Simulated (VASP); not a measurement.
# CaSe in VASP: further runs

CaSe is run at these levels: PBEsol; tasks: single point, relaxation of cell and atoms.

Program: VASP 6.6.1. These are calculated values, not measurements. Logs are shortened: lines on timing, memory, paths and dates and some standing lists are left out, and cuts for length are marked.

**1. The cell of the first run**

The structure is cubic, space group Fm-3m (No. 225). Conventional cell: a = 5.869 Å, b = 5.869 Å, c = 5.869 Å, α = 90.00°, β = 90.00°, γ = 90.00°. Ca (site symmetry m-3m) has 6 Se at 2.93 Å within 3.9 Å. Se (site symmetry m-3m) has 6 Ca at 2.93 Å within 3.9 Å.

**2. Single point, PBEsol**

INCAR

```
SYSTEM = CaSe
PREC = Accurate
ENCUT = 520
EDIFF = 1E-7
ISMEAR = -1
SIGMA = 0.08
LREAL = .False.
LASPH = .True.
NELM = 100
ALGO = Normal
ISIF = 2
LWAVE = .False.
LCHARG = .False.
GGA = PS
NBANDS = 15
```

KPOINTS

```
Automatic mesh
0
Gamma
  12 12 12
  0 0 0
```

POSCAR

```
CaSe
1.0
    2.9344505834      2.9344505834      0.0000000000
   -2.9344505834      2.9344505834      0.0000000000
    0.0000000000      2.9344505834      2.9344505834
Ca Se
1 1
Direct
    0.0000000000      0.0000000000      0.0000000000
    0.5000000000      0.5000000000      0.0000000000
```

Potentials or basis: VASP PAW PBE potentials, release 64 (Ca_sv, Se).

Command:

```bash
$ cat potpaw_PBE.64/Ca_sv/POTCAR potpaw_PBE.64/Se/POTCAR > POTCAR
$ mpirun -np 1 vasp_std > vasp.out
```

OUTCAR:

```text
SYSTEM = CaSe
   PREC = Accurate
   ENCUT = 520
   EDIFF = 1E-7
   ISMEAR = -1
   LREAL = .False.
   LASPH = .True.
   NELM = 100
   ISIF = 2
   GGA = PS

 ion  position               nearest neighbor table
   1  0.000  0.000  0.000-   2 2.93   2 2.93   2 2.93   2 2.93   2 2.93   2 2.93
   2  0.500  0.500  0.000-   1 2.93   1 2.93   1 2.93   1 2.93   1 2.93   1 2.93

  LATTYP: Found a face centered cubic cell.
 ALAT       =     5.8689011668

  Lattice vectors:

 A1 = (   0.0000000000,   2.9344505834,   2.9344505834)
 A2 = (   2.9344505834,   0.0000000000,   2.9344505834)
 A3 = (   2.9344505834,   2.9344505834,   0.0000000000)

Analysis of symmetry for initial positions (statically):
=====================================================================
 Subroutine PRICEL returns:
 Original cell was already a primitive cell.

 Routine SETGRP: Setting up the symmetry group for a
 face centered cubic supercell.

 Subroutine GETGRP returns: Found 48 space group operations
 (whereof 48 operations were pure point group operations)
 out of a pool of 48 trial point group operations.

The static configuration has the point symmetry O_h .

Analysis of symmetry for dynamics (positions and initial velocities):
=====================================================================
 Subroutine PRICEL returns:
 Original cell was already a primitive cell.

 Routine SETGRP: Setting up the symmetry group for a
 face centered cubic supercell.

 Subroutine GETGRP returns: Found 48 space group operations
 (whereof 48 operations were pure point group operations)
 out of a pool of 48 trial point group operations.

The dynamic configuration has the point symmetry O_h .

 Subroutine INISYM returns: Found 48 space group operations
 (whereof 48 operations are pure point group operations),
 and found     1 'primitive' translations

----------------------------------------------------------------------------------------

                                     Primitive cell

  volume of cell :      50.5371

  direct lattice vectors                    reciprocal lattice vectors
     2.934450583  2.934450583  0.000000000     0.170389647  0.170389647 -0.170389647
    -2.934450583  2.934450583  0.000000000    -0.170389647  0.170389647 -0.170389647
     0.000000000  2.934450583  2.934450583     0.000000000  0.000000000  0.340779295

  length of vectors
     4.149939813  4.149939813  4.149939813     0.295123526  0.295123526  0.340779295

  position of ions in fractional coordinates (direct lattice)
     0.000000000  0.000000000  0.000000000
     0.500000000  0.500000000  0.000000000

  ion indices of the primitive-cell ions
   primitive index   ion index
                 1           1
                 2           2

----------------------------------------------------------------------------------------

 KPOINTS: Automatic mesh

Automatic generation of k-mesh.
 Grid dimensions read from file:
 generate k-points for:   12   12   12

 Generating k-lattice:

  Cartesian coordinates                     Fractional coordinates (reciprocal lattice)
     0.014199137  0.014199137 -0.014199137     0.083333333  0.000000000  0.000000000
    -0.014199137  0.014199137 -0.014199137     0.000000000  0.083333333  0.000000000
     0.000000000  0.000000000  0.028398275     0.000000000  0.000000000  0.083333333

  Length of vectors
     0.024593627  0.024593627  0.028398275

  Shift w.r.t. Gamma in fractional coordinates (k-lattice)
     0.000000000  0.000000000  0.000000000

 Subroutine IBZKPT returns following result:
 ===========================================

 Found     72 irreducible k-points:

 Following reciprocal coordinates:
            Coordinates               Weight
  0.000000  0.000000  0.000000      1.000000
  0.083333  0.000000  0.000000      8.000000
  0.166667  0.000000  0.000000      8.000000
  0.250000  0.000000  0.000000      8.000000
  0.333333  0.000000  0.000000      8.000000
  0.416667  0.000000  0.000000      8.000000
[... 16 lines left out ...]
  0.500000  0.166667  0.000000     24.000000
 -0.416667  0.166667  0.000000     24.000000
 [... further k-points ...]
   k-points           NKPTS =     72   k-points in BZ     NKDIM =     72   number of bands    NBANDS=     15
   number of dos      NEDOS =    301   number of ions     NIONS =      2
   total plane-waves  NPLWV =  32768
   dimension x,y,z NGX =    32 NGY =   32 NGZ =   32
   dimension x,y,z NGXF=    64 NGYF=   64 NGZF=   64
   ions per type =               1   1
   NGX,Y,Z   is equivalent  to a cutoff of  12.82, 12.82, 12.82 a.u.
   NGXF,Y,Z  is equivalent  to a cutoff of  25.64, 25.64, 25.64 a.u.
 SYSTEM =  CaSe
   PREC   = accura    normal or accurate (medium, high low for compatibility)
   ISTART =      0    job   : 0-new  1-cont  2-samecut
   ICHARG =      2    charge: 1-file 2-atom 10-const
   ISPIN  =      1    spin polarized calculation?
   LNONCOLLINEAR =      F non collinear calculations
[... 62 lines left out ...]
      3     -18.0419      2.00000
      4     -18.0419      2.00000
      5      -9.4008      2.00000
      6       2.5080      1.99999
      7       2.5080      1.99999
      8       2.5080      1.99999
      9       5.8177      0.00000
     10       6.1445      0.00000
     11       6.1445      0.00000
     12       6.1445      0.00000
     13       6.7700      0.00000
     14       6.7700      0.00000
     15      12.0753      0.00000

 k-point     2 :       0.0833    0.0000    0.0000
  band No.  band energies     occupation
      1     -36.9620      2.00000
      2     -18.0511      2.00000
      3     -18.0425      2.00000
      4     -18.0425      2.00000
      5      -9.3553      2.00000
      6       2.0972      2.00000
      7       2.3847      2.00000
      8       2.3847      2.00000
      9       6.0304      0.00000
     10       6.2495      0.00000
     11       6.2495      0.00000
     12       6.3871      0.00000
     13       6.9649      0.00000
     14       6.9649      0.00000
     15      12.2244      0.00000

 k-point     3 :       0.1667    0.0000    0.0000
  band No.  band energies     occupation
      1     -36.9605      2.00000
      2     -18.0761      2.00000
      3     -18.0441      2.00000
      4     -18.0441      2.00000
      5      -9.2278      2.00000
      6       1.2642      2.00000
      7       2.0926      2.00000
      8       2.0926      2.00000
      9       6.0653      0.00000
     10       6.5192      0.00000
     11       6.5192      0.00000
     12       7.3329      0.00000
     13       7.5013      0.00000
     14       7.5013      0.00000
     15      12.3154      0.00000

 k-point     4 :       0.2500    0.0000    0.0000
  band No.  band energies     occupation
      1     -36.9585      2.00000
      2     -18.1098      2.00000
      3     -18.0463      2.00000
      4     -18.0463      2.00000
      5      -9.0457      2.00000
      6       0.4119      2.00000
      7       1.7633      2.00000
      8       1.7633      2.00000
      9       6.1526      0.00000
     10       6.9101      0.00000
     11       6.9101      0.00000
     12       8.2385      0.00000
     13       8.2385      0.00000
     14       8.2825      0.00000
     15      11.9705      0.00000
[... 307 lines left out ...]
 k-point    22 :       0.4167    0.1667    0.0000
  band No.  band energies     occupation
      1     -36.9537      2.00000
      2     -18.1590      2.00000
      3     -18.0713      2.00000
      4     -18.0549      2.00000
      5      -8.6613      2.00000
      6      -0.6241      2.00000
      7       0.9310      2.00000
      8       1.2497      2.00000
      9       6.9970      0.00000
     10       7.5979      0.00000
     11       7.9289      0.00000
     12       8.5803      0.00000
     13       9.2018      0.00000
     14       9.6983      0.00000
     15      11.2376      0.00000

 k-point    23 :       0.5000    0.1667    0.0000
  band No.  band energies     occupation
      1     -36.9538      2.00000
      2     -18.1571      2.00000
      3     -18.0672      2.00000
      4     -18.0580      2.00000
      5      -8.6821      2.00000
      6      -0.5762      2.00000
      7       0.9637      2.00000
      8       1.3107      2.00000
      9       6.4838      0.00000
     10       8.0028      0.00000
     11       8.1685      0.00000
     12       8.3585      0.00000
     13       9.0014      0.00000
     14       9.9154      0.00000
     15      10.6525      0.00000

 k-point    24 :      -0.4167    0.1667    0.0000
  band No.  band energies     occupation
      1     -36.9548      2.00000
      2     -18.1428      2.00000
      3     -18.0618      2.00000
      4     -18.0593      2.00000
      5      -8.7806      2.00000
      6      -0.3272      2.00000
      7       1.1477      2.00000
      8       1.4650      2.00000
      9       6.0002      0.00000
     10       7.8893      0.00000
     11       7.9658      0.00000
     12       8.3634      0.00000
     13       8.5004      0.00000
     14      10.1639      0.00000
     15      10.5988      0.00000

 [... further k-points ...]

------------------------ aborting loop because EDIFF is reached ----------------------------------------

  FORCE on cell =-STRESS in cart. coord.  units (eV):
  Direction    XX          YY          ZZ          XY          YZ          ZX
  --------------------------------------------------------------------------------------
  -------------------------------------------------------------------------------------
  Total        0.0604465      0.0604465      0.0604465     -0.0000000      0.0000000      0.0000000
  in kB        1.9163360      1.9163360      1.9163360     -0.0000000      0.0000000      0.0000000
  external PRESSURE =       1.9163360 kB  Pullay stress =       0.0000000 kB

 VOLUME and BASIS-vectors are now :
 -----------------------------------------------------------------------------
  energy-cutoff  :      520.00
  volume of cell :       50.54
      direct lattice vectors                 reciprocal lattice vectors
     2.934450583  2.934450583  0.000000000     0.170389647  0.170389647 -0.170389647
    -2.934450583  2.934450583  0.000000000    -0.170389647  0.170389647 -0.170389647
     0.000000000  2.934450583  2.934450583     0.000000000  0.000000000  0.340779295

 POSITION                                       TOTAL-FORCE (eV/Angst)
 -----------------------------------------------------------------------------------
      0.00000      0.00000      0.00000         0.000000      0.000000      0.000000
      0.00000      2.93445      0.00000         0.000000     -0.000000      0.000000
 -----------------------------------------------------------------------------------
    total drift:                                0.000000     -0.000000     -0.000000

  FREE ENERGIE OF THE ION-ELECTRON SYSTEM (eV)
  ---------------------------------------------------
  free  energy   TOTEN  =       -10.0741292642 eV

  energy  without entropy=      -10.0741290726  energy(sigma->0) =      -10.07412917
```

Wall time 41 s (1 thread of Intel Xeon Platinum 8259CL at 2.50GHz (Skylake/Cascade Lake), shared host); peak memory 0.21 GiB.

Results:

```
Free energy            : -10.0741 eV
Pressure               : 0.2 GPa
Band gap on the k mesh : 1.87 eV (least direct gap 2.84 eV)
```

Caveat: the PAW data sets were made with another functional, which shifts forces and pressure a little. A k mesh can miss the band edges.

**3. Relaxation of cell and atoms, PBEsol**

This run uses another cell than the first one, of 25.83 Å³/atom.

INCAR

```
  ALGO = Normal
  EDIFF = 1E-6
  EDIFFG = -0.002
  ENCUT = 600
  GGA = PS
  IBRION = 2
  ISIF = 3
  ISMEAR = -1
  LASPH = True
  LCHARG = False
  LREAL = False
  LWAVE = False
  NELM = 100
  NSW = 100
  PREC = Accurate
  SIGMA = 0.08
```

KPOINTS

```
k-points
0
Gamma
  12 12 12
```

POSCAR

```
CaSe
1.0
    2.9560000000      2.9560000000      0.0000000000
   -2.9560000000      2.9560000000      0.0000000000
    0.0000000000      2.9560000000      2.9560000000
Ca Se
1 1
Direct
    0.0000000000      0.0000000000      0.0000000000
    0.5000000000      0.5000000000      0.0000000000
```

Potentials or basis: VASP PAW PBE potentials, release 64 (Ca_sv, Se).

Command:

```bash
$ cat potpaw_PBE.64/Ca_sv/POTCAR potpaw_PBE.64/Se/POTCAR > POTCAR
$ mpirun -np 1 vasp_std > vasp.out
```

It took 1.8 min on 1 thread of Intel Xeon Platinum 8259CL at 2.50GHz (Skylake/Cascade Lake), shared host; peak memory 0.24 GiB.

It converged, with:

```yaml
Free_energy: -10.0748 eV
Relaxed_volume: 25.37 Å³/atom
Relaxed_cell: a = 4.156 Å, b = 4.156 Å, c = 4.156 Å, α = 60.00°, β = 60.00°, γ = 90.00°
Space_group_after_relaxing_to_0.1_Å: Fm-3m (No. 225)
Energy_gained_by_relaxing: 1.3 meV/atom
Ionic_steps: 3
Pressure_after_relaxing: 0.0 GPa
Band_gap_on_the_k_mesh: 1.88 eV (least direct gap 2.84 eV)
```

Step by step:
| step | energy change (eV) | largest force (eV/Å) | pressure (GPa) | volume (Å³) |
| --- | --- | --- | --- | --- |
| 1 | 0.0000 | 0.0000 | -0.90 | 51.66 |
| 2 | -0.0025 | 0.0000 | 0.17 | 50.59 |
| 3 | -0.0026 | 0.0000 | 0.00 | 50.74 |

Final structure:
```
Ca Se
1.0
     2.93843    2.93843    0.00000
    -2.93843    2.93843    0.00000
     0.00000    2.93843    2.93843
Ca Se
1 1
Direct
  0.00000 0.00000 0.00000
  0.50000 0.50000 0.00000
```

Levels at points of the mesh, in eV from the valence-band top:
| k point | band 4 | band 5 | band 6 | band 7 | band 8 | band 9 | band 10 | band 11 | band 12 |
| --- | --- | --- | --- | --- | --- | --- | --- | --- | --- |
| (0.00, 0.00, 0.00) | -20.56 | -11.89 | 0.00 | 0.00 | 0.00 | 3.29 | 3.64 | 3.64 | 3.64 |
| (0.50, 0.00, 0.00) | -20.57 | -11.15 | -3.41 | -1.26 | -1.26 | 4.41 | 5.50 | 5.53 | 5.53 |
| (0.50, 0.50, 0.00) | -20.60 | -11.29 | -2.61 | -0.97 | -0.97 | 1.88 | 5.02 | 5.07 | 6.10 |

Caveat: the PAW data sets were made with another functional, which shifts forces and pressure a little. A k mesh can miss the band edges.

**4. Single point, PBEsol, non-collinear spin, zero start, spin-orbit coupling**

INCAR

```
PREC = Accurate ; ENCUT = 520
EDIFF = 1E-6 ; ISMEAR = 0
SIGMA = 0.01 ; LREAL = F
LASPH = T ; NELM = 150
ALGO = Normal ; ISIF = 2
LWAVE = F ; LCHARG = T
MAGMOM = 0 0 0 0 0 0 ; LORBIT = 11
LSORBIT = T ; GGA_COMPAT = F
LORBMOM = T ; GGA = PS
LVHAR = T ; NBANDS = 28
```

KPOINTS

```
Automatic mesh
0
Gamma
  8 8 8
```

POSCAR

```
CaSe
1.0
    2.9344505834      2.9344505834      0.0000000000
   -2.9344505834      2.9344505834      0.0000000000
    0.0000000000      2.9344505834      2.9344505834
Ca Se
1 1
Direct
    0.0000000000      0.0000000000      0.0000000000
    0.5000000000      0.5000000000      0.0000000000
```

Command:

```bash
$ cat potpaw_PBE.64/Ca_sv/POTCAR potpaw_PBE.64/Se/POTCAR > POTCAR
$ mpirun -np 1 vasp_ncl > vasp.out
```

Run time: 70 s. Hardware: 1 thread of Intel Xeon Platinum 8259CL at 2.50GHz (Skylake/Cascade Lake), shared host; peak memory 0.33 GiB.

The run converged. Its results:

| Item | Value |
| --- | --- |
| Free energy | -10.0949 eV |
| Pressure | 0.2 GPa |
| Net moment | 0.00 μB per cell |
| Valence electrons inside the program's atomic spheres | Ca 8.14; Se 3.92 |

Moments on the atoms (μB; x, y, z):
```
Ca  0.00 0.00 0.00
Se  0.00 0.00 0.00
```

Caveat: the PAW data sets were made with another functional, which shifts forces and pressure a little.

**5. Single point, PBEsol, non-collinear spin, zero start, spin-orbit coupling (film at in-plane strain -0.02)**

INCAR

```
PREC = Accurate
ENCUT = 520
EDIFF = 1E-7
ISMEAR = 0
SIGMA = 0.01
LREAL = False
LASPH = True
NELM = 150
ALGO = Normal
ISIF = 2
LWAVE = False
LCHARG = True
MAGMOM = 0 0 0 0 0 0
LORBIT = 11
LSORBIT = True
GGA_COMPAT = False
LORBMOM = True
GGA = PS
LVHAR = True
NBANDS = 28
```

KPOINTS

```
regular mesh
0
Gamma
  8 8 8
```

POSCAR

```
CaSe
1.0
    2.8757615717      2.8757615717      0.0000000000
   -2.8757615717      2.8757615717      0.0000000000
    0.0000000000      2.8757615717      2.9532973659
Ca Se
1 1
Direct
    0.0000000000      0.0000000000      0.0000000000
    0.5000000000      0.5000000000      0.0000000000
```

Command:

```bash
$ cat potpaw_PBE.64/Ca_sv/POTCAR potpaw_PBE.64/Se/POTCAR > POTCAR
$ mpirun -np 1 vasp_ncl > vasp.out
```

Wall time 3 min (1 thread of Intel Xeon Platinum 8259CL at 2.50GHz (Skylake/Cascade Lake), shared host); peak memory 0.36 GiB.

The run converged. Its results:

```
Free energy                                           : -10.0742 eV
Pressure                                              : 2.2 GPa
Net moment                                            : 0.00 μB per cell
Valence electrons inside the program's atomic spheres : Ca 8.16; Se 3.94
```

Stress tensor (GPa, compression positive):
```
3.24 0.00 0.00
0.00 3.24 0.00
0.00 0.00 0.20
```

Moments on the atoms (μB; x, y, z):
```
Ca  0.00 0.00 0.00
Se  0.00 0.00 0.00
```

Caveat: the cell differs from its parent crystal (film at in-plane strain -0.02); the PAW data sets were made with another functional, which shifts forces and pressure a little.

**6. Single point, PBEsol, non-collinear spin, zero start, spin-orbit coupling (film at in-plane strain -0.01)**

INCAR

```
SYSTEM = CaSe
PREC = Accurate ; ENCUT = 520
EDIFF = 1E-7 ; ISMEAR = 0
SIGMA = 0.01 ; LREAL = .FALSE.
LASPH = .TRUE. ; NELM = 150
ALGO = Normal ; ISIF = 2
LWAVE = .FALSE. ; LCHARG = .TRUE.
LNONCOLLINEAR = .TRUE. ; MAGMOM = 0 0 0 0 0 0
LORBIT = 11 ; LSORBIT = .TRUE.
GGA_COMPAT = .FALSE. ; LORBMOM = .TRUE.
GGA = PS ; LVHAR = .TRUE.
NBANDS = 28
```

KPOINTS

```
regular mesh
0
G
  8 8 8
  0 0 0
```

POSCAR

```
CaSe
1.0
    2.9051060776      2.9051060776      0.0000000000
   -2.9051060776      2.9051060776      0.0000000000
    0.0000000000      2.9051060776      2.9427961854
Ca Se
1 1
Direct
    0.0000000000      0.0000000000      0.0000000000
    0.5000000000      0.5000000000      0.0000000000
```

Potentials or basis: VASP PAW PBE potentials, release 64 (Ca_sv, Se).

Command:

```bash
$ cat potpaw_PBE.64/Ca_sv/POTCAR potpaw_PBE.64/Se/POTCAR > POTCAR
$ mpirun -np 1 vasp_ncl > vasp.out
```

Run time: 85 s. Hardware: 1 thread of AMD EPYC 9R45 (Zen 5), shared host; peak memory 0.34 GiB.

It converged, with:

```
Free energy                                           : -10.0892 eV
Pressure                                              : 1.2 GPa
Net moment                                            : 0.00 μB per cell
Valence electrons inside the program's atomic spheres : Ca 8.15; Se 3.93
```

Stress tensor (GPa, compression positive):
```
1.63 0.00 0.00
0.00 1.63 0.00
0.00 0.00 0.24
```

Moments on the atoms (μB; x, y, z):
```
Ca  0.00 0.00 0.00
Se  0.00 0.00 0.00
```

Caveat: the cell differs from its parent crystal (film at in-plane strain -0.01); the PAW data sets were made with another functional, which shifts forces and pressure a little.

**7. Overview**

```csv
task,spin,cell,k mesh,cutoff (eV),smearing,gap on the mesh (eV),pressure (GPa),moment (μB)
single point,off,"a = 4.150 Å, angles 60.0, 60.0, 90.0°, 2 atoms",12 × 12 × 12,520,fermi-dirac 0.08 eV,1.87,0.2,-
relaxation of cell and atoms,off,"relaxed from a = 4.180 Å, angles 60.0, 60.0, 90.0°, 2 atoms",12 × 12 × 12,600,fermi-dirac 0.08 eV,1.88,0.0,-
single point,"non-collinear, zero start, SOC","a = 4.150 Å, angles 60.0, 60.0, 90.0°, 2 atoms",8 × 8 × 8,520,gaussian 0.01 eV,-,0.2,0.00
single point,"non-collinear, zero start, SOC","a = 4.067, b = 4.067, c = 4.122 Å, angles 60.4, 60.4, 90.0°, 2 atoms",8 × 8 × 8,520,gaussian 0.01 eV,-,2.2,0.00
single point,"non-collinear, zero start, SOC","a = 4.108, b = 4.108, c = 4.135 Å, angles 60.2, 60.2, 90.0°, 2 atoms",8 × 8 × 8,520,gaussian 0.01 eV,-,1.2,0.00
```

Alike in all rows: level PBEsol; potentials or basis VASP PAW PBE potentials, release 64 (Ca_sv, Se).

Caveats: the PAW data sets were made with another functional, which shifts forces and pressure a little.

Total energies depend on the potentials used, so only differences within one code and one set of settings carry meaning.
